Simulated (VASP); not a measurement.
# Ta (Pm-3m) in VASP: a series of runs

The runs below take Ta through single point, with PBE.

Everything below comes from runs of VASP 6.6.1. Logs are shortened: lines on timing, memory, paths and dates and some standing lists are left out, and cuts for length are marked.

## (1) The cell of the first run

The structure is cubic, space group Pm-3m (No. 221). Conventional cell: a = 2.590 Å, b = 2.590 Å, c = 2.590 Å, α = 90.00°, β = 90.00°, γ = 90.00°. Within 3.4 Å of Ta (site symmetry m-3m) lie 6 Ta at 2.59 Å.

## (2) Single point, PBE (volume scaled by 0.84)

File INCAR:

```
SYSTEM = Ta
PREC     = Accurate       ! precision mode
ENCUT    = 520            ! plane-wave cutoff, eV
EDIFF    = 1E-6           ! SCF threshold, eV
ISMEAR   = -1             ! smearing method
SIGMA    = 0.08           ! smearing width, eV
LREAL    = .False.        ! projectors in reciprocal space
LASPH    = .True.         ! aspherical terms in the spheres
NELM     = 100            ! most SCF steps
ALGO     = Normal         ! electronic algorithm
ISIF     = 2              ! what is computed and relaxed
LWAVE    = .False.        ! write WAVECAR
LCHARG   = .False.        ! write CHGCAR
GGA      = PE             ! functional
NBANDS   = 12             ! bands
```

File KPOINTS:

```
regular mesh
0
Gamma
  14 14 14
  0 0 0
```

File POSCAR:

```
Ta
1.0
    2.5899403463      0.0000000000      0.0000000000
    0.0000000000      2.5899403463      0.0000000000
    0.0000000000      0.0000000000      2.5899403463
Ta
1
Direct
    0.0000000000      0.0000000000      0.0000000000
```

Potentials or basis: VASP PAW PBE potentials, release 64 (Ta_pv).

Launch:

```console
> cat potpaw_PBE.64/Ta_pv/POTCAR > POTCAR
> mpirun -np 1 vasp_std > vasp.out
```

OUTCAR:

```text
SYSTEM = Ta
   PREC = Accurate
   ENCUT = 520
   EDIFF = 1E-6
   ISMEAR = -1
   LREAL = .False.
   LASPH = .True.
   NELM = 100
   ISIF = 2
   GGA = PE

 ion  position               nearest neighbor table
   1  0.000  0.000  0.000-

  LATTYP: Found a simple cubic cell.
 ALAT       =     2.5899403463

  Lattice vectors:

 A1 = (   2.5899403463,   0.0000000000,   0.0000000000)
 A2 = (   0.0000000000,   2.5899403463,   0.0000000000)
 A3 = (   0.0000000000,   0.0000000000,   2.5899403463)

Analysis of symmetry for initial positions (statically):
=====================================================================
 Subroutine PRICEL returns:
 Original cell was already a primitive cell.

 Routine SETGRP: Setting up the symmetry group for a
 simple cubic supercell.

 Subroutine GETGRP returns: Found 48 space group operations
 (whereof 48 operations were pure point group operations)
 out of a pool of 48 trial point group operations.

The static configuration has the point symmetry O_h .

Analysis of symmetry for dynamics (positions and initial velocities):
=====================================================================
 Subroutine PRICEL returns:
 Original cell was already a primitive cell.

 Routine SETGRP: Setting up the symmetry group for a
 simple cubic supercell.

 Subroutine GETGRP returns: Found 48 space group operations
 (whereof 48 operations were pure point group operations)
 out of a pool of 48 trial point group operations.

The dynamic configuration has the point symmetry O_h .

 Subroutine INISYM returns: Found 48 space group operations
 (whereof 48 operations are pure point group operations),
 and found     1 'primitive' translations

----------------------------------------------------------------------------------------

                                     Primitive cell

  volume of cell :      17.3728

  direct lattice vectors                    reciprocal lattice vectors
     2.589940346  0.000000000  0.000000000     0.386109279  0.000000000  0.000000000
     0.000000000  2.589940346  0.000000000     0.000000000  0.386109279  0.000000000
     0.000000000  0.000000000  2.589940346     0.000000000  0.000000000  0.386109279

  length of vectors
     2.589940346  2.589940346  2.589940346     0.386109279  0.386109279  0.386109279

  position of ions in fractional coordinates (direct lattice)
     0.000000000  0.000000000  0.000000000

  ion indices of the primitive-cell ions
   primitive index   ion index
                 1           1
[... 73 lines left out ...]
   LREAL  =      F    real-space projection
   EDIFFG = 0.1E-04   stopping-criterion for IOM
   NSW    =      0    number of steps for IOM
   IBRION =     -1    ionic relax: 0-MD 1-quasi-New 2-CG
   NFREE  =      0    steps in history (QN), initial steepest desc. (CG)
   ISIF   =      2    stress and relaxation
   ISYM   =      2    0-nonsym 1-usesym 2-fastsym
   POTIM  = 0.5000    time-step for ionic-motion
   TEBEG  =    0.0;   TEEND  =   0.0 temperature during run
   PSTRESS=    0.0 pullay stress
   NELECT =      11.0000    total number of electrons
   NUPDOWN=      -1.0000    fix difference up-down
   EMIN   =  10.00;   EMAX   =-10.00  energy-range for DOS
   EFERMI =   0.00;   METHOD = LEGACY
   ISMEAR =    -1;   SIGMA  =   0.08  broadening in eV -4-tet -1-fermi 0-gaus
   EFERMI_NEDOS =   21; number of points for ismear=-14 and -15
   IALGO  =     38    algorithm
   IMIX   =      4    mixing-type and parameters
     AMIX     =   0.40;   BMIX     =  1.00
     AMIX_MAG =   1.60;   BMIX_MAG =  1.00
  volume/ion in A,a.u.               =      17.37       117.24
  Fermi-wavevector in a.u.,A,eV,Ry     =   1.405775  2.656530 26.887897  1.976205
  Thomas-Fermi vector in A             =   2.528203
   LORBIT       =      0    0 simple, 1 ext, 2 COOP (PROOUT), +10 PAW based schemes
   GGA     = PE    functional components
   LHFCALC =     F    Hartree Fock is set to
   AEXX    =    0.0000 exact exchange contribution
   IVDW    =     0    specifies the selected vdW correction
   LEPSILON=     F    determine dielectric tensor
   LRPA    =     F    only Hartree local field effects (RPA)
 non-spin polarized calculation
  energy-cutoff  :      520.00
  volume of cell :       17.37
 maximum number of plane-waves:       480
 NGX is ok and might be reduce to    20
   NGX =  9   NGY =  9   NGZ =  9

 number of electron      11.0000003 magnetization

 Free energy of the ion-electron system (eV)
  ---------------------------------------------------
  ext. energy  EPLUGINS =         0.00000000
  ---------------------------------------------------
  free energy    TOTEN  =       -10.38556517 eV

  energy without entropy =      -10.36601081  energy(sigma->0) =      -10.37578799

 E-fermi :   5.8527     XC(G=0): -12.6875

 val. band max:        5.8185070506   @ k =   0.5000   0.5000   0.1429
 cond. band min:       5.8605476690   @ k =   0.4286   0.3571   0.2143
 fundamental gap:      0.0420406184
 Fermi energy:         5.8527066095

 k-point     1 :       0.0000    0.0000    0.0000
  band No.  band energies     occupation
      1     -27.0537      2.00000
      2     -27.0537      2.00000
      3     -27.0537      2.00000
      4      -2.0441      2.00000
      5       2.5351      2.00000
      6       2.5351      2.00000
      7      13.2916      0.00000
      8      13.2916      0.00000
      9      13.2916      0.00000
     10      20.6415      0.00000
     11      22.1118      0.00000
     12      22.1118      0.00000
[... 331 lines left out ...]
 k-point    24 :       0.3571    0.2143    0.0000
  band No.  band energies     occupation
      1     -28.5642      2.00000
      2     -27.6787      2.00000
      3     -26.8363      2.00000
      4       2.0366      2.00000
      5       3.9770      2.00000
      6       6.0951      0.09215
      7       9.2259      0.00000
      8       9.5051      0.00000
      9      11.6420      0.00000
     10      17.8124      0.00000
     11      20.6395      0.00000
     12      22.2110      0.00000

 [... further k-points ...]
[... 5 lines left out ...]
  --------------------------------------------------------------------------------------
  -------------------------------------------------------------------------------------
  Total        3.7566131      3.7566131      3.7566131     -0.0000000     -0.0000000     -0.0000000
  in kB      346.4477641    346.4477641    346.4477641     -0.0000000     -0.0000000     -0.0000000
  external PRESSURE =     346.4477641 kB  Pullay stress =       0.0000000 kB

 VOLUME and BASIS-vectors are now :
 -----------------------------------------------------------------------------
  energy-cutoff  :      520.00
  volume of cell :       17.37
      direct lattice vectors                 reciprocal lattice vectors
     2.589940346  0.000000000  0.000000000     0.386109279  0.000000000  0.000000000
     0.000000000  2.589940346  0.000000000     0.000000000  0.386109279  0.000000000
     0.000000000  0.000000000  2.589940346     0.000000000  0.000000000  0.386109279

 POSITION                                       TOTAL-FORCE (eV/Angst)
 -----------------------------------------------------------------------------------
      0.00000      0.00000      0.00000         0.000000      0.000000      0.000000
 -----------------------------------------------------------------------------------
    total drift:                               -0.000000      0.000000     -0.000000

  FREE ENERGIE OF THE ION-ELECTRON SYSTEM (eV)
  ---------------------------------------------------
  free  energy   TOTEN  =       -10.3855651715 eV

  energy  without entropy=      -10.3660108141  energy(sigma->0) =      -10.37578799
```

OSZICAR:

```text
N       E                     dE             d eps       ncg     rms          rms(c)
DAV:   1     0.638440643784E+02    0.63844E+02   -0.61373E+03  2880   0.879E+02
DAV:   2    -0.956601075899E+01   -0.73410E+02   -0.71285E+02  3244   0.247E+02
DAV:   3    -0.106608885221E+02   -0.10949E+01   -0.10844E+01  3404   0.282E+01
DAV:   4    -0.106636206035E+02   -0.27321E-02   -0.27320E-02  3184   0.161E+00
DAV:   5    -0.106636288975E+02   -0.82939E-05   -0.82936E-05  3372   0.846E-02    0.153E+01
DAV:   6    -0.104502401832E+02    0.21339E+00   -0.18816E-01  3368   0.423E+00    0.806E+00
DAV:   7    -0.103870290221E+02    0.63211E-01   -0.16100E-01  3308   0.379E+00    0.597E-01
DAV:   8    -0.103856162684E+02    0.14128E-02   -0.53975E-03  3072   0.728E-01    0.572E-02
DAV:   9    -0.103855689666E+02    0.47302E-04   -0.10424E-04  3288   0.112E-01    0.294E-02
DAV:  10    -0.103855654282E+02    0.35384E-05   -0.34179E-06  3236   0.204E-02    0.484E-03
DAV:  11    -0.103855651715E+02    0.25676E-06   -0.12347E-07  1556   0.380E-03
   1 F= -.10385565E+02 E0= -.10375788E+02  d E =-.195544E-01
```

It took 9.1 s on 1 thread of AMD EPYC 9R45 (Zen 5), shared host; peak memory 0.11 GiB.

What came out:

```
Free energy : -10.3856 eV
Pressure    : 34.6 GPa
```

Caveat: the cell differs from its parent crystal (volume scaled by 0.84); spin-orbit coupling is left out, which moves the levels of the heavy elements.

## (3) Single point, PBE (volume scaled by 0.92)

File INCAR:

```
PREC = Accurate ; ENCUT = 520
EDIFF = 1E-7 ; ISMEAR = -1
SIGMA = 0.08 ; LREAL = False
LASPH = True ; NELM = 80
ALGO = Normal ; ISIF = 2
LWAVE = False ; LCHARG = False
GGA = PE ; NBANDS = 12
```

File KPOINTS:

```
regular mesh
0
Gamma
  14 14 14
```

File POSCAR:

```
Ta
1.0
    2.6696804116      0.0000000000      0.0000000000
    0.0000000000      2.6696804116      0.0000000000
    0.0000000000      0.0000000000      2.6696804116
Ta
1
Direct
    0.0000000000      0.0000000000      0.0000000000
```

Potentials or basis: VASP PAW PBE potentials, release 64 (Ta_pv).

Launch:

```console
> cat potpaw_PBE.64/Ta_pv/POTCAR > POTCAR
> mpirun -np 1 vasp_std > vasp.out
```

Run time: 10 s. Hardware: 1 thread of AMD EPYC 9R45 (Zen 5), shared host; peak memory 0.11 GiB.

It converged, with:

```
Free energy : -10.6293 eV
Pressure    : 13.9 GPa
```

Levels at points of the mesh, in eV from the Fermi level:
| k point | band 2 | band 3 | band 4 | band 5 | band 6 | band 7 | band 8 | band 9 | band 10 | band 11 |
| --- | --- | --- | --- | --- | --- | --- | --- | --- | --- | --- |
| (0.00, 0.00, 0.00) | -33.18 | -33.18 | -7.56 | -2.91 | -2.91 | 6.72 | 6.72 | 6.72 | 14.57 | 15.29 |
| (0.50, 0.00, 0.00) | -33.04 | -33.04 | -3.89 | -1.85 | 0.09 | 2.54 | 2.54 | 7.17 | 11.07 | 14.36 |
| (0.50, 0.50, 0.00) | -34.47 | -32.91 | -4.45 | -1.45 | 3.41 | 3.41 | 5.61 | 5.61 | 9.53 | 14.53 |
| (0.50, 0.50, 0.50) | -34.27 | -34.27 | -2.65 | -2.65 | -2.65 | 7.55 | 9.85 | 9.85 | 12.62 | 12.62 |

Caveat: the cell differs from its parent crystal (volume scaled by 0.92); spin-orbit coupling is left out, which moves the levels of the heavy elements.

## (4) Single point, PBE

This run uses another cell than the first one, of 20.68 Å³/atom, 1.190 times its volume.

File INCAR:

```
SYSTEM = Ta
PREC     = Accurate       ! precision mode
ENCUT    = 520            ! plane-wave cutoff, eV
EDIFF    = 1E-6           ! SCF threshold, eV
ISMEAR   = -1             ! smearing method
SIGMA    = 0.08           ! smearing width, eV
LREAL    = .False.        ! projectors in reciprocal space
LASPH    = .True.         ! aspherical terms in the spheres
NELM     = 80             ! most SCF steps
ALGO     = Normal         ! electronic algorithm
ISIF     = 2              ! what is computed and relaxed
LWAVE    = .False.        ! write WAVECAR
LCHARG   = .True.         ! write CHGCAR
GGA      = PE             ! functional
LELF     = .True.         ! ELF
LVHAR    = .True.       
NBANDS   = 12             ! bands
```

File KPOINTS:

```
regular mesh
0
Gamma
  14 14 14
  0 0 0
```

File POSCAR:

```
Ta
1.0
    2.7449219440      0.0000000000      0.0000000000
    0.0000000000      2.7449219440      0.0000000000
    0.0000000000      0.0000000000      2.7449219440
Ta
1
Direct
    0.0000000000      0.0000000000      0.0000000000
```

Launch:

```console
> cat potpaw_PBE.64/Ta_pv/POTCAR > POTCAR
> mpirun -np 1 vasp_std > vasp.out
```

Run time: 10 s. Hardware: 1 thread of AMD EPYC 9R45 (Zen 5), shared host; peak memory 0.11 GiB.

The run converged. Its results:

```yaml
Free_energy: -10.6975 eV
Pressure: 0.1 GPa
```

Levels at points of the mesh, in eV from the Fermi level:
| k point | band 2 | band 3 | band 4 | band 5 | band 6 | band 7 | band 8 | band 9 | band 10 | band 11 |
| --- | --- | --- | --- | --- | --- | --- | --- | --- | --- | --- |
| (0.00, 0.00, 0.00) | -33.45 | -33.45 | -7.25 | -2.59 | -2.59 | 6.09 | 6.09 | 6.09 | 14.34 | 14.45 |
| (0.50, 0.00, 0.00) | -33.34 | -33.34 | -3.78 | -1.64 | -0.03 | 2.39 | 2.39 | 6.48 | 9.96 | 14.00 |
| (0.50, 0.50, 0.00) | -34.45 | -33.24 | -3.92 | -1.42 | 3.16 | 3.16 | 5.07 | 5.07 | 8.58 | 13.95 |
| (0.50, 0.50, 0.50) | -34.31 | -34.31 | -2.29 | -2.29 | -2.29 | 7.60 | 8.86 | 8.86 | 11.36 | 11.36 |

Caveat: spin-orbit coupling is left out, which moves the levels of the heavy elements.

## (5) Single point, PBE (volume scaled by 0.52)

File INCAR:

```
PREC = Accurate
ENCUT = 500
EDIFF = 1E-6
ISMEAR = -1
SIGMA = 0.08
LREAL = F
LASPH = T
NELM = 120
ALGO = Normal
ISIF = 2
LWAVE = F
LCHARG = F
GGA = PE
NBANDS = 12
GGA_COMPAT = F
```

File KPOINTS:

```
regular mesh
0
Gamma
  14 14 14
```

File POSCAR:

```
Ta
1.0
    2.2073156731      0.0000000000      0.0000000000
    0.0000000000      2.2073156731      0.0000000000
    0.0000000000      0.0000000000      2.2073156731
Ta
1
Direct
    0.0000000000      0.0000000000      0.0000000000
```

Launch:

```console
> cat potpaw_PBE.64/Ta_pv/POTCAR > POTCAR
> mpirun -np 1 vasp_std > vasp.out
```

Wall time 2.7 s (1 thread of Intel Xeon 6975P-C (Granite Rapids), shared host); peak memory 0.12 GiB.

The run converged. Its results:

```
Free energy : -4.5472 eV
Pressure    : 349.1 GPa
```

Levels at points of the mesh, in eV from the Fermi level:
| k point | band 4 | band 5 | band 6 | band 7 | band 8 | band 9 |
| --- | --- | --- | --- | --- | --- | --- |
| (0.00, 0.00, 0.00) | -9.40 | -6.75 | -6.75 | 12.01 | 12.01 | 12.01 |
| (0.50, 0.00, 0.00) | -4.61 | -4.46 | 1.78 | 2.76 | 2.76 | 13.20 |
| (0.50, 0.50, 0.00) | -10.43 | -1.95 | 4.77 | 4.77 | 10.72 | 10.72 |
| (0.50, 0.50, 0.50) | -7.10 | -7.10 | -7.10 | 5.94 | 15.11 | 19.20 |

Caveat: the cell differs from its parent crystal (volume scaled by 0.52); spin-orbit coupling is left out, which moves the levels of the heavy elements.

(Continued in part 2 of 2.)
